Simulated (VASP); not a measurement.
Wanted: the native input for a VASP 6.6.1 run.

```yaml
Task: single point
Functional: r2SCAN
Potentials_or_basis: VASP PAW PBE potentials, release 64 (Ba_sv, S)
Cutoff: 520 eV
k_mesh: 7 × 7 × 7
Occupations: fermi-dirac, width 0.05 eV
Spin: no spin polarisation
Dipole_correction: no
Further_INCAR_settings: ALGO = Normal; EDIFF = 1e-06; NBANDS = 15
```

BaS:

```
Ba S
1.0
     0.00000    3.19375    3.19375
     3.19375    0.00000    3.19375
     3.19375    3.19375    0.00000
Ba S
1 1
Direct
  0.00000 0.00000 0.00000
  0.50000 0.50000 0.50000
```

One way to write it, as run:

POSCAR

```
BaS
1.0
    0.0000000000      3.1937500000      3.1937500000
    3.1937500000      0.0000000000      3.1937500000
    3.1937500000      3.1937500000      0.0000000000
Ba S
1 1
Direct
    0.0000000000      0.0000000000      0.0000000000
    0.5000000000      0.5000000000      0.5000000000
```

INCAR.step1

```
SYSTEM = BaS
  PREC = Accurate
  ENCUT = 520
  ISMEAR = -1
  SIGMA = 0.05
  LREAL = .False.
  LASPH = .True.
  NELM = 80
  NBANDS = 15
  GGA = PE
  ALGO = Normal
  EDIFF = 1E-4
  LWAVE = .True.
  LCHARG = .False.
```

INCAR.step2

```
SYSTEM = BaS
  PREC = Accurate
  ENCUT = 520
  EDIFF = 1E-6
  ISMEAR = -1
  SIGMA = 0.05
  LREAL = .False.
  LASPH = .True.
  NELM = 80
  ALGO = Normal
  ISIF = 2
  LWAVE = .False.
  LCHARG = .False.
  METAGGA = R2SCAN
  LMIXTAU = .True.
  NBANDS = 15
  ISTART = 1
```

KPOINTS

```
Automatic mesh
0
Gamma
  7 7 7
  0 0 0
```

Potentials or basis: VASP PAW PBE potentials, release 64 (Ba_sv, S).

Command:

```sh
$ cat potpaw_PBE.64/Ba_sv/POTCAR potpaw_PBE.64/S/POTCAR > POTCAR
$ cp INCAR.step1 INCAR
$ mpirun -np 1 vasp_std > vasp.out
$ cp INCAR.step2 INCAR
$ mpirun -np 1 vasp_std > vasp.out
```

It gave:

| Quantity | Value |
| --- | --- |
| Pressure | 1.4 GPa |
| Band gap on the k mesh | 2.53 eV, indirect (least direct gap 2.67 eV) |

Caveat: the PAW data sets were made with another functional, which shifts forces and pressure a little; spin-orbit coupling is left out, which moves the levels of the heavy elements.

It took 37 s on 1 thread of Intel(R) Xeon(R) 6975P-C (Granite Rapids), with other jobs on the host, peak memory 0.22 GiB.
